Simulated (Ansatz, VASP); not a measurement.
## ZrFeS3: VASP beside Ansatz

INCAR

```
ALGO = Normal ; EDIFF = 1E-6
EDIFFG = -0.04 ; ENCUT = 600
GGA = PE ; IBRION = 2
ISIF = 3 ; ISMEAR = 0
ISPIN = 2 ; LASPH = True
LCHARG = False ; LMAXMIX = 4
LORBIT = 11 ; LREAL = False
LWAVE = False ; MAGMOM = 0 4 0 0 0
NELM = 150 ; NSW = 90
PREC = Accurate ; SIGMA = 0.1
```

KPOINTS

```
k-points
0
Gamma
  4 4 4
```

File POSCAR:

```
ZrFeS3
1.0
    4.6336770400      0.0000000000      0.0000000000
    0.0000000000      4.6336770400      0.0000000000
    0.0000000000      0.0000000000      4.6336770400
Zr Fe S
1 1 3
Direct
    0.0000000000      0.0000000000      0.0000000000
    0.5000000000      0.5000000000      0.5000000000
    0.0000000000      0.5000000000      0.5000000000
    0.5000000000      0.0000000000      0.5000000000
    0.5000000000      0.5000000000      0.0000000000
```

Input for Ansatz:

```yaml
crystal:
  lattice:
    - [4.63367704, 0.0, 0.0]
    - [0.0, 4.63367704, 0.0]
    - [0.0, 0.0, 4.63367704]
  atoms:
    - { symbol: Zr, position: [0.0, 0.0, 0.0] }
    - { symbol: Fe, position: [0.5, 0.5, 0.5], spin: 4.0 }
    - { symbol: S, position: [0.0, 0.5, 0.5] }
    - { symbol: S, position: [0.5, 0.0, 0.5] }
    - { symbol: S, position: [0.5, 0.5, 0.0] }
basis:
  ecutwfc: 420
kpoints:
  mp_grid: { grid: [4, 4, 4] }
hamiltonian:
  xc: pbe
scf:
  occupations: { method: gaussian, width: 0.1 }
  lower_state_search: "off"
output:
  forces: true
  stress: true
  eigenvalues: true
  populations: true
magnetization:
  spin_polarized: true
relax:
  adjacent_minimum: "off"
  f_tol: 0.04
  max_steps: 70
  cell: { stress_tol: 0.4 }
```

Change from the starting cell: species swapped into the Ce3AlN type (Pm-3m, No. 221).

Alike in both runs: task relaxation of cell and atoms; functional PBE; k mesh 4 × 4 × 4; occupations gaussian, width 0.1 eV; collinear spin.

```csv
,VASP,Ansatz
version,VASP 6.6.1,Ansatz 0.2.0
potentials or method,"VASP PAW PBE potentials, release 64 (Zr_sv, Fe, S), cutoff 600 eV","scalar-relativistic, plane waves, PAW"
valence electrons in the cell,38,46
```

```csv
,VASP,Ansatz,Ansatz less VASP
"gap on the k mesh at the Fermi level, each at its own relaxed structure (eV)",none,none,-
net moment per atom (μB),0.28,0.28,0.000
size of the moment on the site where the two differ most (μB),1.57,1.51,-0.061
relaxed volume (Å³/atom),17.13,17.10,-0.031
relaxed cell length with the largest relative difference (Å),4.408,4.405,-0.0027
```

Site moments also hang on the region over which each program counts them. A gap of «none» marks a metal or a gap that the smearing closes. VASP's potentials hold 38 valence electrons a cell and Ansatz's 46, so a difference there can come from the potentials and not from the codes.
